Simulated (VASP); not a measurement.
Input of a VASP 6.6.1 run:

INCAR

```
PREC = Accurate ; ENCUT = 520
EDIFF = 1E-7 ; ISMEAR = 0
SIGMA = 0.15 ; LREAL = False
LASPH = True ; NELM = 100
ALGO = Normal ; ISIF = 2
LWAVE = False ; LCHARG = False
GGA = PE ; IVDW = 12
NBANDS = 14
```

File KPOINTS:

```
regular mesh
0
Gamma
  18 18 6
```

Contents of POSCAR:

```
Al
1.0
    2.7534293029      0.0000000000      0.0000000000
   -1.3767146514      2.3845397238      0.0000000000
    0.0000000000      0.0000000000      9.0403685224
Al
4
Direct
    0.0000000000      0.0000000000      0.0000000000
    0.3333333333      0.6666666667      0.2500000000
    0.0000000000      0.0000000000      0.5000000000
    0.6666666667      0.3333333333      0.7500000000
```

Potentials or basis: VASP PAW PBE potentials, release 64 (Al).

The run is started by

```sh
$ cat potpaw_PBE.64/Al/POTCAR > POTCAR
$ mpirun -np 1 vasp_std > vasp.out
```

Question: Predict the dispersion energy per atom.

Answer: -0.376 eV.

Question: Predict the band gap on the k mesh.

Answer: Zero (bands 6 and 7 overlap by 5.66 eV).

Question: Predict the pressure.

Answer: 6.5 GPa.

Stress tensor (GPa, compression positive):
```
6.55 0.00 0.00
0.00 6.55 0.00
0.00 0.00 6.42
```

Caveat: the cell stands under pressure.
